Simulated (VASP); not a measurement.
Rh, 4 atoms in the cell. The structure is hexagonal, space group P6_3/mmc (No. 194). Conventional cell: a = 2.676 Å, b = 2.676 Å, c = 8.728 Å, α = 90.00°, β = 90.00°, γ = 120.00°. Within 3.5 Å of Rh (site symmetry -3m) lie 12 Rh at 2.67 to 2.68 Å. Rh (site symmetry -6m2) has 12 Rh at 2.67 to 2.68 Å within 3.5 Å. This isn't the form of Rh at room conditions, which is fcc.

| Property | Result |
| --- | --- |
| Program | VASP 6.6.1 |
| Task | single point |
| Functional | PBEsol |
| Potentials or basis | VASP PAW PBE potentials, release 64 (Rh_pv) |
| Cutoff | 520 eV |
| k mesh | 18 × 18 × 6 |
| Occupations | gaussian, width 0.1 eV |
| Spin | no spin polarisation |
| Dipole correction | no |
| Further INCAR settings | ALGO = Fast; EDIFF = 1e-06; NBANDS = 38 |

Potentials or basis: VASP PAW PBE potentials, release 64 (Rh_pv).

Command:

```bash
$ cat potpaw_PBE.64/Rh_pv/POTCAR > POTCAR
$ mpirun -np 1 vasp_std > vasp.out
```

Hardware: 1 thread of Intel Xeon 8259CL, on a shared host.

Task: Estimate the wall time of this run.

Result: It took 7.9 min on 1 thread of Intel Xeon 8259CL, on a shared host, peak memory 0.32 GiB. Counts: scf iterations 15, k points 148.
